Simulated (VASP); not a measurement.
# CaYC2N2 (C2/m) in VASP: single point with PBE

Aim: the single point of CaYC2N2 with PBE.

All numbers are computed with VASP 6.6.1; they aren't measurements. Logs are shortened: lines on timing, memory, paths and dates and some standing lists are left out, and cuts for length are marked.

## 1. The cell of the first run

It takes space group C2/m (No. 12, monoclinic). The conventional cell has a = 7.472 Å, b = 3.680 Å, c = 6.698 Å, α = 90.00°, β = 117.13°, γ = 90.00°. Within 3.2 Å of Ca (site symmetry 2/m) lie 6 N at 2.40 to 2.84 Å and 4 C at 2.66 Å. Y (site symmetry 2/m) has 6 C at 2.40 to 2.71 Å and 4 N at 2.53 Å within 3.2 Å. Within 1.7 Å of C (site symmetry m) lie 1 N at 1.26 Å. N (site symmetry m) has 1 C at 1.26 Å within 1.7 Å.

## 2. Single point, PBE, collinear spin, ferromagnetic start

The input, INCAR:

```
SYSTEM = CaYC2N2
ALGO = Normal
EDIFF = 1E-6
ENCUT = 520
GGA = PE
ISIF = 2
ISMEAR = 0
ISPIN = 2
LASPH = .TRUE.
LCHARG = .FALSE.
LMAXMIX = 4
LORBIT = 11
LREAL = .FALSE.
LWAVE = .FALSE.
MAGMOM = 0 0 1 1 1 1
NBANDS = 32
NELM = 150
PREC = Accurate
SIGMA = 0.1
```

The input, KPOINTS:

```
k-points
0
G
  6 6 4
  0 0 0
```

The input, POSCAR:

```
CaYC2N2
1.0
    3.7360497627     -1.8398942106      0.0000000000
    3.7360497627      1.8398942106      0.0000000000
   -3.0539223590      0.0000000000      5.9610543671
Ca Y C N
1 1 2 2
Direct
    0.5000000000      0.5000000000      0.5000000000
    0.0000000000      0.0000000000      0.0000000000
    0.2034346137      0.2034346137      0.8079305822
    0.7965653863      0.7965653863      0.1920694178
    0.3206940791      0.3206940791      0.7195751443
    0.6793059209      0.6793059209      0.2804248557
```

Potentials or basis: VASP PAW PBE potentials, release 64 (Ca_sv, Y_sv, C, N).

The run is started by

```
$ cat potpaw_PBE.64/Ca_sv/POTCAR potpaw_PBE.64/Y_sv/POTCAR potpaw_PBE.64/C/POTCAR potpaw_PBE.64/N/POTCAR > POTCAR
$ mpirun -np 1 vasp_std > vasp.out
```

OUTCAR:

```text
SYSTEM = CaYC2N2
   EDIFF = 1E-6
   ENCUT = 520
   GGA = PE
   ISIF = 2
   ISMEAR = 0
   ISPIN = 2
   LASPH = .TRUE.
   LORBIT = 11
   LREAL = .FALSE.
   NELM = 150
   PREC = Accurate

 ion  position               nearest neighbor table
   1  0.500  0.500  0.500-   5 2.40   6 2.40   2 3.71   2 3.71
   2  0.000  0.000  0.000-   3 2.40   4 2.40   6 2.53   6 2.53   5 2.53   5 2.53   3 2.71   4 2.71
                             3 2.71   4 2.71   1 3.71   1 3.71
   3  0.203  0.203  0.808-   5 1.26   2 2.40   2 2.71   2 2.71
   4  0.797  0.797  0.192-   6 1.26   2 2.40   2 2.71   2 2.71
   5  0.321  0.321  0.720-   3 1.26   1 2.40   2 2.53   2 2.53
   6  0.679  0.679  0.280-   4 1.26   1 2.40   2 2.53   2 2.53

  LATTYP: Found a base centered monoclinic cell.
 ALAT       =     7.4720995254
 B/A-ratio  =     0.4924704775
 C/A-ratio  =     0.8963754303
 COS(beta)  =    -0.4559585876

  Lattice vectors:

 A1 = (   3.7360497627,  -1.8398942106,   0.0000000000)
 A2 = (   3.7360497627,   1.8398942106,   0.0000000000)
 A3 = (  -3.0539223590,   0.0000000000,   5.9610543671)

Analysis of symmetry for initial positions (statically):
=====================================================================
 Subroutine PRICEL returns:
 Original cell was already a primitive cell.

 Routine SETGRP: Setting up the symmetry group for a
 base centered monoclinic supercell.

 Subroutine GETGRP returns: Found  4 space group operations
 (whereof  4 operations were pure point group operations)
 out of a pool of  4 trial point group operations.

The static configuration has the point symmetry C_2h.

Analysis of symmetry for dynamics (positions and initial velocities):
=====================================================================
 Subroutine PRICEL returns:
 Original cell was already a primitive cell.

 Routine SETGRP: Setting up the symmetry group for a
 base centered monoclinic supercell.

 Subroutine GETGRP returns: Found  4 space group operations
 (whereof  4 operations were pure point group operations)
 out of a pool of  4 trial point group operations.

The dynamic configuration has the point symmetry C_2h.

Analysis of structural, dynamic, and magnetic symmetry:
=====================================================================
 Subroutine PRICEL returns:
 Original cell was already a primitive cell.

[... 152 lines left out ...]

 number of electron      38.9999999 magnetization      -0.0010263

 number of electron      38.9999999 magnetization       0.0000096

 Free energy of the ion-electron system (eV)
  ---------------------------------------------------
  ext. energy  EPLUGINS =         0.00000000
  ---------------------------------------------------
  free energy    TOTEN  =       -46.56416632 eV

  energy without entropy =      -46.55843778  energy(sigma->0) =      -46.56130205

 E-fermi :   5.3896     XC(G=0): -10.4388

 val. band max:        5.3866429881   @ k =  -0.3333  -0.0000   0.2500
 cond. band min:       5.4423410394   @ k =   0.3333   0.0000  -0.0000
 fundamental gap:      0.0556980513
 Fermi energy:         5.3895575201

 spin component 1

 k-point     1 :       0.0000    0.0000    0.0000
  band No.  band energies     occupation
      1     -37.4019      1.00000
      2     -35.9814      1.00000
      3     -17.8966      1.00000
      4     -17.4388      1.00000
      5     -17.2919      1.00000
      6     -17.0948      1.00000
[... 805 lines left out ...]
     30      11.0221      0.00000
     31      11.3784      0.00000

 [... further k-points ...]

 spin component 2

 k-point     1 :       0.0000    0.0000    0.0000
  band No.  band energies     occupation
      1     -37.4019      1.00000
      2     -35.9814      1.00000
      3     -17.8966      1.00000
      4     -17.4388      1.00000
      5     -17.2920      1.00000
      6     -17.0949      1.00000
[... 805 lines left out ...]
     30      11.0221      0.00000
     31      11.3784      0.00000

 [... further k-points ...]

 [bands above 31 left out]

------------------------ aborting loop because EDIFF is reached ----------------------------------------

  FORCE on cell =-STRESS in cart. coord.  units (eV):
  Direction    XX          YY          ZZ          XY          YZ          ZX
  --------------------------------------------------------------------------------------
  -------------------------------------------------------------------------------------
  Total        0.4347889      0.0472827      0.0685098      0.0000000      0.0000000     -0.1208085
  in kB        8.5002255      0.9243887      1.3393820      0.0000000      0.0000000     -2.3618340
  external PRESSURE =       3.5879987 kB  Pullay stress =       0.0000000 kB

 VOLUME and BASIS-vectors are now :
 -----------------------------------------------------------------------------
  energy-cutoff  :      520.00
  volume of cell :       81.95
      direct lattice vectors                 reciprocal lattice vectors
     3.736049763 -1.839894211  0.000000000     0.133831194 -0.271754755  0.068563387
     3.736049763  1.839894211  0.000000000     0.133831194  0.271754755  0.068563387
    -3.053922359  0.000000000  5.961054367     0.000000000  0.000000000  0.167755558

 POSITION                                       TOTAL-FORCE (eV/Angst)
 -----------------------------------------------------------------------------------
      2.20909      0.00000      2.98053         0.000000      0.000000      0.000000
      0.00000      0.00000      0.00000        -0.000000     -0.000000      0.000000
     -0.94727      0.00000      4.81612        -0.151307     -0.000000      0.102831
      5.36545      0.00000      1.14494         0.151307     -0.000000     -0.102831
      0.19873      0.00000      4.28943         0.147148     -0.000000     -0.035244
      4.21945      0.00000      1.67163        -0.147148     -0.000000      0.035244
 -----------------------------------------------------------------------------------
    total drift:                                0.000000      0.000000     -0.000000

  FREE ENERGIE OF THE ION-ELECTRON SYSTEM (eV)
  ---------------------------------------------------
  free  energy   TOTEN  =       -46.5641663242 eV

  energy  without entropy=      -46.5584377846  energy(sigma->0) =      -46.56130205

 total charge

# of ion       s       p       d       f       tot
--------------------------------------------------
    1        2.022   5.855   0.297   0.000   8.173
    2        2.139   6.367   1.130   0.085   9.722
    3        0.933   1.548   0.000   0.000   2.481
    4        0.933   1.548   0.000   0.000   2.481
    5        1.285   2.551   0.000   0.000   3.836
    6        1.285   2.551   0.000   0.000   3.836
--------------------------------------------------
tot          8.596  20.420   1.427   0.085  30.528

 magnetization (x)

# of ion       s       p       d       f       tot
--------------------------------------------------
    1        0.000  -0.000  -0.000   0.000  -0.000
    2        0.000  -0.000  -0.000  -0.000  -0.000
    3        0.000   0.000   0.000   0.000   0.000
    4        0.000   0.000   0.000   0.000   0.000
    5        0.000   0.000   0.000   0.000   0.000
    6        0.000   0.000   0.000   0.000   0.000
--------------------------------------------------
tot          0.000   0.000  -0.000  -0.000   0.000
```

OSZICAR:

```text
N       E                     dE             d eps       ncg     rms          rms(c)
DAV:   1     0.262295899632E+03    0.26230E+03   -0.19368E+04  6016   0.118E+03
DAV:   2    -0.305213415141E+02   -0.29282E+03   -0.28195E+03  7192   0.316E+02
DAV:   3    -0.496301424708E+02   -0.19109E+02   -0.18910E+02  9432   0.725E+01
DAV:   4    -0.502575791211E+02   -0.62744E+00   -0.62562E+00  8712   0.108E+01
DAV:   5    -0.502715548056E+02   -0.13976E-01   -0.13974E-01  8688   0.143E+00    0.294E+01
DAV:   6    -0.464331989042E+02    0.38384E+01   -0.12070E+01  7840   0.194E+01    0.229E+01
DAV:   7    -0.465469346954E+02   -0.11374E+00   -0.29627E+00  8504   0.858E+00    0.143E+01
DAV:   8    -0.464928428789E+02    0.54092E-01   -0.41786E-01  7896   0.368E+00    0.268E+00
DAV:   9    -0.465585027576E+02   -0.65660E-01   -0.66382E-02  7424   0.178E+00    0.893E-01
DAV:  10    -0.465636308241E+02   -0.51281E-02   -0.89894E-03  8456   0.485E-01    0.238E-01
DAV:  11    -0.465640454608E+02   -0.41464E-03   -0.12048E-03  8352   0.177E-01    0.133E-01
DAV:  12    -0.465641207611E+02   -0.75300E-04   -0.23297E-04  8312   0.853E-02    0.421E-02
DAV:  13    -0.465641592425E+02   -0.38481E-04   -0.48993E-05  8520   0.352E-02    0.224E-02
DAV:  14    -0.465641644101E+02   -0.51676E-05   -0.10512E-05  8136   0.162E-02    0.999E-03
DAV:  15    -0.465641658371E+02   -0.14270E-05   -0.19175E-06  6824   0.768E-03    0.460E-03
DAV:  16    -0.465641663242E+02   -0.48712E-06   -0.56107E-07  5048   0.418E-03
   1 F= -.46564166E+02 E0= -.46561302E+02  d E =-.572854E-02  mag=     0.0001
```

stdout:

```text
POSCAR found type information on POSCAR CaY C N
 POSCAR found :  4 types and       6 ions
 scaLAPACK will be used
 LDA part: xc-table for (Slater+PW92), standard interpolation
 POSCAR, INCAR and KPOINTS ok, starting setup
 FFT: planning ... GRIDC
 FFT: planning ... GRID_SOFT
 FFT: planning ... GRID
 WAVECAR not read
 entering main loop
```

Run time: 4.2 min. Hardware: 1 thread of AMD EPYC 7R13 (Zen 3), shared host; peak memory 0.37 GiB.

Results:

```
Free energy                                           : -46.5642 eV
Pressure                                              : 0.4 GPa
Largest force                                         : 0.183 eV/Å
Net moment                                            : 0.00 μB per cell
Valence electrons inside the program's atomic spheres : Ca 8.17; Y 9.72; C 2.48; N 3.84
```

Forces in eV/Å, atoms in the order of the input:
```
Ca   0.000  0.000  0.000
Y    0.000  0.000  0.000
C   -0.151  0.000  0.103
C    0.151  0.000 -0.103
N    0.147  0.000 -0.035
N   -0.147  0.000  0.035
```

Stress tensor (GPa, compression positive):
```
 0.85  0.00 -0.24
 0.00  0.09  0.00
-0.24  0.00  0.13
```

Levels at points of the mesh, in eV from the Fermi level:
Spin up:
```
           k point  band 16  band 17  band 18  band 19  band 20  band 21  band 22  band 23  band 24  band 25
(0.00, 0.00, 0.00)    -5.32    -5.28    -4.59    -1.20    -1.11     1.27     1.36     1.80     1.89     3.13
(0.50, 0.00, 0.00)    -6.19    -5.29    -4.89    -1.84    -0.24     0.92     1.65     3.39     3.63     3.76
(0.50, 0.50, 0.00)    -5.85    -4.86    -4.65    -0.42     0.42     1.49     1.91     2.22     2.89     3.20
(0.00, 0.00, 0.50)    -5.83    -5.72    -4.75    -0.60    -0.46     0.19     0.60     1.43     2.09     3.37
(0.50, 0.00, 0.50)    -5.64    -5.59    -4.78    -2.92     0.62     1.55     1.89     2.75     3.23     3.61
(0.50, 0.50, 0.50)    -5.89    -4.83    -4.55     0.37     0.88     1.59     1.86     2.38     2.56     3.26
```
Spin down:
| k point | band 16 | band 17 | band 18 | band 19 | band 20 | band 21 | band 22 | band 23 | band 24 | band 25 |
| --- | --- | --- | --- | --- | --- | --- | --- | --- | --- | --- |
| (0.00, 0.00, 0.00) | -5.32 | -5.28 | -4.59 | -1.20 | -1.11 | 1.27 | 1.36 | 1.80 | 1.89 | 3.13 |
| (0.50, 0.00, 0.00) | -6.19 | -5.29 | -4.89 | -1.84 | -0.24 | 0.92 | 1.65 | 3.39 | 3.63 | 3.76 |
| (0.50, 0.50, 0.00) | -5.85 | -4.86 | -4.65 | -0.42 | 0.42 | 1.49 | 1.91 | 2.22 | 2.89 | 3.20 |
| (0.00, 0.00, 0.50) | -5.83 | -5.72 | -4.75 | -0.60 | -0.46 | 0.19 | 0.60 | 1.43 | 2.09 | 3.37 |
| (0.50, 0.00, 0.50) | -5.64 | -5.59 | -4.78 | -2.92 | 0.62 | 1.55 | 1.89 | 2.75 | 3.23 | 3.61 |
| (0.50, 0.50, 0.50) | -5.89 | -4.83 | -4.55 | 0.37 | 0.88 | 1.59 | 1.86 | 2.38 | 2.56 | 3.26 |
